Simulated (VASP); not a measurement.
The system is Mg.

```
CELL_PARAMETERS angstrom
3.17683 0.00000 0.00000
-1.58841 2.75121 0.00000
0.00000 0.00000 10.31886
ATOMIC_POSITIONS crystal
Mg 0.66667 0.33333 0.75000
Mg 0.00000 0.00000 0.50000
Mg 0.33333 0.66667 0.25000
Mg 0.00000 0.00000 0.00000
```

```yaml
Program: VASP 6.6.1
Task: relaxation of cell and atoms
Functional: PBEsol
Dispersion: D3(BJ)
Potentials_or_basis: VASP PAW PBE potentials, release 64 (Mg)
Cutoff: 600 eV
k_mesh: 10 × 10 × 3
Occupations: fermi-dirac, width 0.05 eV
Spin: no spin polarisation
```

At the start: pressure -1.9 GPa; volume 22.55 Å³/atom.

Where does the relaxation end?

Over 6 steps the energy falls by 7.2 meV/atom and the volume is 21.45 Å³/atom (-4.9 %); space group P6_3/mmc (No. 194, to 0.05 Å).

The path:
```
step  energy change (eV)  largest force (eV/Å)  pressure (GPa)  volume (Å³)
   1              0.0000                0.0000           -1.85        90.19
   2             -0.0264                0.0000           -0.46        86.82
   3             -0.0281                0.0000            0.03        85.80
   4             -0.0281                0.0000            0.07        85.71
   5             -0.0286                0.0000            0.06        85.75
   6             -0.0287                0.0000            0.04        85.79
```

Final structure:
```
Mg
1.0
     3.10922    0.00000    0.00000
    -1.55461    2.69266    0.00000
     0.00000    0.00000   10.24769
Mg
4
Direct
  0.66667 0.33333 0.75000
  0.00000 0.00000 0.50000
  0.33333 0.66667 0.25000
  0.00000 0.00000 0.00000
```

Caveat: the PAW data sets were made with another functional, which shifts forces and pressure a little; pairwise dispersion overbinds metals, which lowers pressure and volume.
